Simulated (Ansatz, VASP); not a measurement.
## ZrSiRu4 in VASP and in Ansatz

```xyz
6
Lattice="4.0174 0.0000 0.0000 0.0000 4.0174 0.0000 0.0000 0.0000 6.3444" Properties=species:S:1:pos:R:3 pbc="T T T"
Zr    0.0000    0.0000    0.0000
Si    2.0087    2.0087    3.1722
Ru    2.0087    0.0000    4.5100
Ru    0.0000    2.0087    1.8344
Ru    2.0087    0.0000    1.8344
Ru    0.0000    2.0087    4.5100
```

Change from the starting cell: species swapped into the GdYH4 type (P4/mmm, No. 123).

Alike in both runs: functional PBE; k mesh 4 × 4 × 4; occupations gaussian, width 0.1 eV; no spin polarisation.

Ansatz relaxed the structure, and its values are those at the end. VASP's run is a single point on that final structure, the one shown.

```csv
,VASP,Ansatz
version,VASP 6.6.1,Ansatz 0.2.0
potentials or method,"VASP PAW PBE potentials, release 64 (Zr_sv, Si, Ru_pv), cutoff 520 eV","scalar-relativistic, plane waves, PAW"
valence electrons in the cell,72,80
```

Ansatz gave:

```
gap on the k mesh at the Fermi level (eV) : none
pressure (GPa)                            : 0.0
rms of the force components (eV/Å)        : 0.005
```

Q: Which values does VASP return?

A: gap on the k mesh at the Fermi level (eV): none; pressure (GPa): 0.1; rms of the force components (eV/Å): 0.004.

A gap of «none» marks a metal or a gap that the smearing closes. With one functional, cell and mesh, what is left measures potentials, basis and numerics. VASP's potentials hold 72 valence electrons a cell and Ansatz's 80, so a difference there can come from the potentials and not from the codes.

The k mesh is coarse, so the values compare programs but aren't converged.
